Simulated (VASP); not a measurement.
Input of a VASP 6.6.1 run:

The input INCAR:

```
PREC     = Accurate       # precision mode
ENCUT    = 520            # plane-wave cutoff, eV
EDIFF    = 1E-7           # SCF threshold, eV
ISMEAR   = 0              # smearing method
SIGMA    = 0.05           # smearing width, eV
LREAL    = False          # projectors in reciprocal space
LASPH    = True           # aspherical terms in the spheres
NELM     = 80             # most SCF steps
ALGO     = Normal         # electronic algorithm
ISIF     = 2              # what is computed and relaxed
LWAVE    = False          # write WAVECAR
LCHARG   = False          # write CHGCAR
GGA      = PS             # functional
NBANDS   = 20             # bands
```

The input KPOINTS:

```
Automatic mesh
0
Gamma
  6 6 4
```

POSCAR

```
SnSe2
1.0
    3.8109987816      0.0000000000      0.0000000000
   -1.9054993908      3.3004217586      0.0000000000
    0.0000000000      0.0000000000      6.1370000000
Sn Se
1 2
Direct
    0.0000000000      0.0000000000      0.0000000000
    0.3333333333      0.6666666667      0.2744419097
    0.6666666667      0.3333333333      0.7500000000
```

Potentials or basis: VASP PAW PBE potentials, release 64 (Sn_d, Se).

Run with:

```bash
$ cat potpaw_PBE.64/Sn_d/POTCAR potpaw_PBE.64/Se/POTCAR > POTCAR
$ mpirun -np 1 vasp_std > vasp.out
```

(1) Predict the largest force.

(2) Estimate the pressure.

(3) Estimate the band gap on the k mesh.

Answers

(1) 1.096 eV/Å.

(2) -0.2 GPa.

(3) 0.56 eV, indirect (least direct gap 0.93 eV).

Caveat: the cell differs from its parent crystal (atom 2 (Se) moved by (+0.000, +0.150) A along [1 1 0] and z); the PAW data sets were made with another functional, which shifts forces and pressure a little; spin-orbit coupling is left out, which moves the levels of the heavy elements; this functional lacks dispersion, which binds the layers, so the pressure and a relaxed spacing across them are unreliable.
